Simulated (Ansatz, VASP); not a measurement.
This is a calculation of Ga for VASP 6.6.1.

INCAR

```
  ALGO = Fast
  EDIFF = 1E-7
  ENCUT = 520
  GGA = PS
  ISIF = 2
  ISMEAR = -1
  LASPH = True
  LCHARG = False
  LREAL = False
  LWAVE = False
  NBANDS = 20
  NELM = 100
  PREC = Accurate
  SIGMA = 0.05
```

The input KPOINTS:

```
k-points
0
Gamma
  10 8 7
```

The input POSCAR:

```
Ga
1.0
    2.8149844631      0.0000000000      0.0000000000
    0.0000000000      3.3247928052      0.0000000000
   -1.3611098509      0.0000000000      4.0427827924
Ga
2
Direct
    0.1345962700      0.7500000000      0.7701668300
    0.8654037300      0.2500000000      0.2298331700
```

Potentials or basis: VASP PAW PBE potentials, release 64 (Ga_d).

The run is started by

```sh
$ cat potpaw_PBE.64/Ga_d/POTCAR > POTCAR
$ mpirun -np 1 vasp_std > vasp.out
```

Translate it to Ansatz 0.2.0. Potentials there: all-electron LAPW, scalar-relativistic.

As run (the cutoff follows the program's own potentials):

File input.yaml:

```yaml
crystal:
  lattice:
    - [2.8149844631, 0.0, 0.0]
    - [0.0, 3.3247928052, 0.0]
    - [-1.3611098509, 0.0, 4.0427827924]
  atoms:
    - { symbol: Ga, position: [0.13459627, 0.75, 0.77016683] }
    - { symbol: Ga, position: [0.86540373, 0.25, 0.22983317] }
kpoints:
  mp_grid: { grid: [10, 8, 7] }
scf:
  occupations: { method: fermi_dirac, width: 0.05 }
hamiltonian:
  xc: pbesol
  pseudopotentials: { kind: all_electron, lapw: { basis_error: 0.001 } }
output:
  forces: true
  stress: true
  eigenvalues: true
```

Potentials or basis: all-electron LAPW, scalar-relativistic.

The run is started by

```bash
$ ansatz run input.yaml --threads 1 --pin off --max-ram 3072MiB --backend cpu --events-out ev --progress --plain --runs-dir out
```

Both were run:

|  | VASP | Ansatz | Ansatz less VASP |
| --- | --- | --- | --- |
| gap on the k mesh at the Fermi level (eV) | none | none | - |
| pressure (GPa) | -2.6 | -2.7 | -0.10 |
| traceless stress, the component that is largest in VASP (GPa) | -1.15 | -1.14 | +0.010 |
| rms of the force components (eV/Å) | 0.033 | 0.032 | -0.0004 |

VASP's potentials were made for PBE, not for PBEsol. Atom by atom the forces differ by 0.000 eV/Å (rms over components). A gap of «none» marks a metal or a gap that the smearing closes. Ansatz ran all-electron here, and VASP with PAW potentials.
